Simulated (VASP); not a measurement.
Pd: single point with LDA

Crystal: Pd.

```
Pd
1.0
     2.70939    0.00000    0.00000
    -1.35470    2.34640    0.00000
     0.00000    0.00000    8.93446
Pd
4
Direct
  0.00000 0.00000 0.00000
  0.00000 0.00000 0.50000
  0.33333 0.66667 0.25000
  0.66667 0.33333 0.75000
```

| Item | Value |
| --- | --- |
| Program | VASP 6.6.1 |
| Task | single point |
| Functional | LDA |
| Potentials or basis | VASP PAW LDA potentials, release 64 (Pd) |
| Cutoff | 520 eV |
| k mesh | 15 × 15 × 4 |
| Occupations | fermi-dirac, width 0.1 eV |
| Spin | no spin polarisation |
| Dipole correction | no |
| Further INCAR settings | ALGO = Normal; EDIFF = 1e-07; NBANDS = 28 |

* Pressure: 0.2 GPa
* Band gap on the k mesh: zero (band 20 reaches 10.51 eV, above the bottom of band 21 at 9.51 eV)

Stress tensor (GPa, compression positive):
```
0.31 0.00 0.00
0.00 0.31 0.00
0.00 0.00 0.11
```

Levels at points of the mesh, in eV from the Fermi level:
```csv
k point,band 18,band 19,band 20,band 21,band 22,band 23
"(0.00, 0.00, 0.00)",-1.16,-1.16,-0.77,-0.77,-0.15,-0.15
"(0.00, 0.00, 0.50)",-1.41,-1.14,-1.14,-0.42,-0.42,-0.42
```

It took 57 s on 1 thread of Intel(R) Xeon(R) 6975P-C (Granite Rapids) (shared host), peak memory 0.22 GiB.
